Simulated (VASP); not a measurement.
# BaF2 (Fm-3m) in VASP: single point with r2SCAN

Aim: the single point of BaF2 with r2SCAN.

Program: VASP 6.6.1. These are calculated values, not measurements. Logs are shortened: lines on timing, memory, paths and dates and some standing lists are left out, and cuts for length are marked.

### Step 1. The cell of the first run

It takes space group Fm-3m (No. 225, cubic). Conventional cell: a = 6.154 Å, b = 6.154 Å, c = 6.154 Å, α = 90.00°, β = 90.00°, γ = 90.00°. Ba (site symmetry m-3m) has 8 F at 2.66 Å within 3.5 Å. F (site symmetry -43m) has 4 Ba at 2.66 Å and 6 F at 3.08 Å within 3.5 Å.

### Step 2. Single point, r2SCAN

Input file POSCAR:

```
BaF2
1.0
    0.0000000000      3.0767786900      3.0767786900
    3.0767786900      0.0000000000      3.0767786900
    3.0767786900      3.0767786900      0.0000000000
Ba F
1 2
Direct
    0.0000000000      0.0000000000      0.0000000000
    0.2500000000      0.2500000000      0.2500000000
    0.7500000000      0.7500000000      0.7500000000
```

Input file INCAR.step1:

```
SYSTEM = BaF2
  PREC = Accurate
  ENCUT = 1490
  ISMEAR = -1
  SIGMA = 0.02
  LREAL = .FALSE.
  LASPH = .TRUE.
  NELM = 120
  NBANDS = 19
  GGA = PE
  ALGO = Normal
  EDIFF = 1E-5
  LWAVE = .TRUE.
  LCHARG = .FALSE.
  GGA_COMPAT = .FALSE.
```

Input file INCAR.step2:

```
SYSTEM = BaF2
  PREC = Accurate
  ENCUT = 1490
  EDIFF = 1E-6
  ISMEAR = -1
  SIGMA = 0.02
  LREAL = .FALSE.
  LASPH = .TRUE.
  NELM = 120
  ALGO = Normal
  ISIF = 2
  LWAVE = .FALSE.
  LCHARG = .TRUE.
  METAGGA = R2SCAN
  LMIXTAU = .TRUE.
  LELF = .TRUE.
  LVHAR = .TRUE.
  NBANDS = 19
  ISTART = 1
  GGA_COMPAT = .FALSE.
```

Input file KPOINTS:

```
Automatic mesh
0
G
  8 8 8
  0 0 0
```

Potentials or basis: VASP PAW PBE potentials, release 64 (Ba_sv, F_h).

The run is started by

```console
$ cat potpaw_PBE.64/Ba_sv/POTCAR potpaw_PBE.64/F_h/POTCAR > POTCAR
$ cp INCAR.step1 INCAR
$ mpirun -np 1 vasp_std > vasp.out
$ cp INCAR.step2 INCAR
$ mpirun -np 1 vasp_std > vasp.out
```

OUTCAR:

```text
SYSTEM = BaF2
   PREC = Accurate
   ENCUT = 1490
   EDIFF = 1E-6
   ISMEAR = -1
   LREAL = .FALSE.
   LASPH = .TRUE.
   NELM = 120
   ISIF = 2
   METAGGA = R2SCAN
   ISTART = 1

 ion  position               nearest neighbor table
   1  0.000  0.000  0.000-   3 2.66   3 2.66   3 2.66   2 2.66   3 2.66   2 2.66   2 2.66   2 2.66

   2  0.250  0.250  0.250-   1 2.66   1 2.66   1 2.66   1 2.66
   3  0.750  0.750  0.750-   1 2.66   1 2.66   1 2.66   1 2.66

  LATTYP: Found a face centered cubic cell.
 ALAT       =     6.1535573800

  Lattice vectors:

 A1 = (   0.0000000000,   3.0767786900,   3.0767786900)
 A2 = (   3.0767786900,   0.0000000000,   3.0767786900)
 A3 = (   3.0767786900,   3.0767786900,   0.0000000000)

Analysis of symmetry for initial positions (statically):
=====================================================================
 Subroutine PRICEL returns:
 Original cell was already a primitive cell.

 Routine SETGRP: Setting up the symmetry group for a
 face centered cubic supercell.

 Subroutine GETGRP returns: Found 48 space group operations
 (whereof 48 operations were pure point group operations)
 out of a pool of 48 trial point group operations.

The static configuration has the point symmetry O_h .

Analysis of symmetry for dynamics (positions and initial velocities):
=====================================================================
 Subroutine PRICEL returns:
 Original cell was already a primitive cell.

 Routine SETGRP: Setting up the symmetry group for a
 face centered cubic supercell.

 Subroutine GETGRP returns: Found 48 space group operations
 (whereof 48 operations were pure point group operations)
 out of a pool of 48 trial point group operations.

The dynamic configuration has the point symmetry O_h .

 Subroutine INISYM returns: Found 48 space group operations
 (whereof 48 operations are pure point group operations),
 and found     1 'primitive' translations

----------------------------------------------------------------------------------------

                                     Primitive cell

  volume of cell :      58.2531

  direct lattice vectors                    reciprocal lattice vectors
     0.000000000  3.076778690  3.076778690    -0.162507626  0.162507626  0.162507626
     3.076778690  0.000000000  3.076778690     0.162507626 -0.162507626  0.162507626
     3.076778690  3.076778690  0.000000000     0.162507626  0.162507626 -0.162507626

  length of vectors
     4.351222152  4.351222152  4.351222152     0.281471464  0.281471464  0.281471464

  position of ions in fractional coordinates (direct lattice)
     0.000000000  0.000000000  0.000000000
     0.250000000  0.250000000  0.250000000
     0.750000000  0.750000000  0.750000000

  ion indices of the primitive-cell ions
   primitive index   ion index
                 1           1
                 2           2
                 3           3

----------------------------------------------------------------------------------------

 KPOINTS: Automatic mesh

Automatic generation of k-mesh.
 Grid dimensions read from file:
 generate k-points for:    8    8    8

 Generating k-lattice:

  Cartesian coordinates                     Fractional coordinates (reciprocal lattice)
    -0.020313453  0.020313453  0.020313453     0.125000000  0.000000000  0.000000000
     0.020313453 -0.020313453  0.020313453     0.000000000  0.125000000  0.000000000
     0.020313453  0.020313453 -0.020313453     0.000000000  0.000000000  0.125000000

  Length of vectors
     0.035183933  0.035183933  0.035183933

  Shift w.r.t. Gamma in fractional coordinates (k-lattice)
     0.000000000  0.000000000  0.000000000

 Subroutine IBZKPT returns following result:
 ===========================================

 Found     29 irreducible k-points:

 Following reciprocal coordinates:
            Coordinates               Weight
  0.000000  0.000000  0.000000      1.000000
  0.125000  0.000000  0.000000      8.000000
  0.250000  0.000000  0.000000      8.000000
  0.375000  0.000000  0.000000      8.000000
  0.500000  0.000000  0.000000      4.000000
  0.125000  0.125000  0.000000      6.000000
[... 16 lines left out ...]
  0.500000  0.250000  0.125000     48.000000
 -0.375000  0.250000  0.125000     24.000000
 [... further k-points ...]
   k-points           NKPTS =     29   k-points in BZ     NKDIM =     29   number of bands    NBANDS=     19
   number of dos      NEDOS =    301   number of ions     NIONS =      3
   total plane-waves  NPLWV = 175616
   dimension x,y,z NGX =    56 NGY =   56 NGZ =   56
   dimension x,y,z NGXF=   112 NGYF=  112 NGZF=  112
   ions per type =               1   2
   NGX,Y,Z   is equivalent  to a cutoff of  21.40, 21.40, 21.40 a.u.
   NGXF,Y,Z  is equivalent  to a cutoff of  42.79, 42.79, 42.79 a.u.
 SYSTEM =  BaF2
   PREC   = accura    normal or accurate (medium, high low for compatibility)
   ISTART =      1    job   : 0-new  1-cont  2-samecut
   ICHARG =      0    charge: 1-file 2-atom 10-const
   ISPIN  =      1    spin polarized calculation?
   LNONCOLLINEAR =      F non collinear calculations
   LSORBIT =      F    spin-orbit coupling
   LASPH  =      T    aspherical Exc in radial PAW
   ENCUT  = 1490.0 eV 109.51 Ry   10.46 a.u.  13.69 13.69 13.69*2*pi/ulx,y,z
   NELM   =    120;   NELMIN=  2; NELMDL=  0     # of ELM steps
   EDIFF  = 0.1E-05   stopping-criterion for ELM
   LREAL  =      F    real-space projection
   EDIFFG = 0.1E-04   stopping-criterion for IOM
   NSW    =      0    number of steps for IOM
   IBRION =     -1    ionic relax: 0-MD 1-quasi-New 2-CG
   NFREE  =      0    steps in history (QN), initial steepest desc. (CG)
   ISIF   =      2    stress and relaxation
   ISYM   =      2    0-nonsym 1-usesym 2-fastsym
   POTIM  = 0.5000    time-step for ionic-motion
   TEBEG  =    0.0;   TEEND  =   0.0 temperature during run
   PSTRESS=    0.0 pullay stress
   NELECT =      24.0000    total number of electrons
   NUPDOWN=      -1.0000    fix difference up-down
   EMIN   =  10.00;   EMAX   =-10.00  energy-range for DOS
   EFERMI =   0.00;   METHOD = LEGACY
   ISMEAR =    -1;   SIGMA  =   0.02  broadening in eV -4-tet -1-fermi 0-gaus
   EFERMI_NEDOS =   21; number of points for ismear=-14 and -15
   IALGO  =     38    algorithm
   IMIX   =      4    mixing-type and parameters
     AMIX     =   0.40;   BMIX     =  1.00
     AMIX_MAG =   1.60;   BMIX_MAG =  1.00
  volume/ion in A,a.u.               =      19.42       131.04
  Fermi-wavevector in a.u.,A,eV,Ry     =   1.218164  2.301996 20.189995  1.483923
  Thomas-Fermi vector in A             =   2.353459
   LORBIT       =      0    0 simple, 1 ext, 2 COOP (PROOUT), +10 PAW based schemes
   METAGGA = R2SCAN    functional components
   LHFCALC =     F    Hartree Fock is set to
   AEXX    =    0.0000 exact exchange contribution
   IVDW    =     0    specifies the selected vdW correction
   LEPSILON=     F    determine dielectric tensor
   LRPA    =     F    only Hartree local field effects (RPA)
 non-spin polarized calculation
  energy-cutoff  :     1490.00
  volume of cell :       58.25
 maximum number of plane-waves:      7648
   NGX = 27   NGY = 27   NGZ = 27

 number of electron      24.0000001 magnetization

 Free energy of the ion-electron system (eV)
  ---------------------------------------------------
  ext. energy  EPLUGINS =         0.00000000
  ---------------------------------------------------
  free energy    TOTEN  =       -45.07204265 eV

  energy without entropy =      -45.07204265  energy(sigma->0) =      -45.07204265

 E-fermi :  -1.6830     XC(G=0):  -9.3563

 val. band max:       -2.2033277520   @ k =  -0.2500   0.2500   0.0000
 cond. band min:       5.2260693995   @ k =   0.0000   0.0000   0.0000
 fundamental gap:      7.4293971516
 Fermi energy:        -1.6830077938

 k-point     1 :       0.0000    0.0000    0.0000
  band No.  band energies     occupation
      1     -25.7977      2.00000
      2     -22.3301      2.00000
      3     -22.1502      2.00000
      4     -10.0963      2.00000
      5     -10.0963      2.00000
      6     -10.0963      2.00000
[... 11 lines left out ...]
     18      10.2509      0.00000
     19      14.1407      0.00000

 k-point     2 :       0.1250    0.0000    0.0000
  band No.  band energies     occupation
      1     -25.7578      2.00000
      2     -22.3453      2.00000
      3     -22.1987      2.00000
      4     -10.1286      2.00000
      5     -10.1236      2.00000
      6     -10.1236      2.00000
[... 11 lines left out ...]
     18      10.2646      0.00000
     19      13.4386      0.00000

 k-point     3 :       0.2500    0.0000    0.0000
  band No.  band energies     occupation
      1     -25.6559      2.00000
      2     -22.4025      2.00000
      3     -22.3008      2.00000
      4     -10.1984      2.00000
      5     -10.1876      2.00000
      6     -10.1876      2.00000
[... 11 lines left out ...]
     18      10.3147      0.00000
     19      12.4680      0.00000

 k-point     4 :       0.3750    0.0000    0.0000
  band No.  band energies     occupation
      1     -25.5451      2.00000
      2     -22.5158      2.00000
      3     -22.3561      2.00000
      4     -10.2583      2.00000
      5     -10.2490      2.00000
      6     -10.2490      2.00000
[... 407 lines left out ...]
     18      10.6444      0.00000
     19      13.1423      0.00000

 k-point    23 :       0.5000    0.2500    0.1250
  band No.  band energies     occupation
      1     -25.4823      2.00000
      2     -22.5175      2.00000
      3     -22.4483      2.00000
      4     -10.3890      2.00000
      5     -10.3085      2.00000
      6     -10.1646      2.00000
[... 11 lines left out ...]
     18      11.0258      0.00000
     19      12.9541      0.00000

 k-point    24 :      -0.3750    0.2500    0.1250
  band No.  band energies     occupation
      1     -25.4414      2.00000
      2     -22.5646      2.00000
      3     -22.4615      2.00000
      4     -10.4182      2.00000
      5     -10.2523      2.00000
      6     -10.2506      2.00000
[... 11 lines left out ...]
     18      11.1878      0.00000
     19      12.9956      0.00000

 [... further k-points ...]

------------------------ aborting loop because EDIFF is reached ----------------------------------------

  FORCE on cell =-STRESS in cart. coord.  units (eV):
  Direction    XX          YY          ZZ          XY          YZ          ZX
  --------------------------------------------------------------------------------------
  -------------------------------------------------------------------------------------
  Total        0.8758054      0.8758054      0.8758054     -0.0000000     -0.0000000      0.0000000
  in kB       24.0879268     24.0879268     24.0879268     -0.0000000     -0.0000000      0.0000000
  external PRESSURE =      24.0879268 kB  Pullay stress =       0.0000000 kB

 VOLUME and BASIS-vectors are now :
 -----------------------------------------------------------------------------
  energy-cutoff  :     1490.00
  volume of cell :       58.25
      direct lattice vectors                 reciprocal lattice vectors
     0.000000000  3.076778690  3.076778690    -0.162507626  0.162507626  0.162507626
     3.076778690  0.000000000  3.076778690     0.162507626 -0.162507626  0.162507626
     3.076778690  3.076778690  0.000000000     0.162507626  0.162507626 -0.162507626

 POSITION                                       TOTAL-FORCE (eV/Angst)
 -----------------------------------------------------------------------------------
      0.00000      0.00000      0.00000         0.000000      0.000000      0.000000
      1.53839      1.53839      1.53839        -0.000000     -0.000000     -0.000000
      4.61517      4.61517      4.61517         0.000000      0.000000      0.000000
 -----------------------------------------------------------------------------------
    total drift:                                0.000000     -0.000000      0.000000

  FREE ENERGIE OF THE ION-ELECTRON SYSTEM (eV)
  ---------------------------------------------------
  free  energy   TOTEN  =       -45.0720426524 eV

  energy  without entropy=      -45.0720426524  energy(sigma->0) =      -45.07204265
```

It took 22 min on 1 thread of AMD EPYC 7R43 (Zen 3), shared host; peak memory 0.53 GiB.

What came out:

```
Free energy            : -45.0720 eV
Pressure               : 2.4 GPa
Band gap on the k mesh : 7.43 eV (least direct gap 7.53 eV)
```

Caveat: the PAW data sets were made with another functional, which shifts forces and pressure a little; spin-orbit coupling is left out, which moves the levels of the heavy elements.
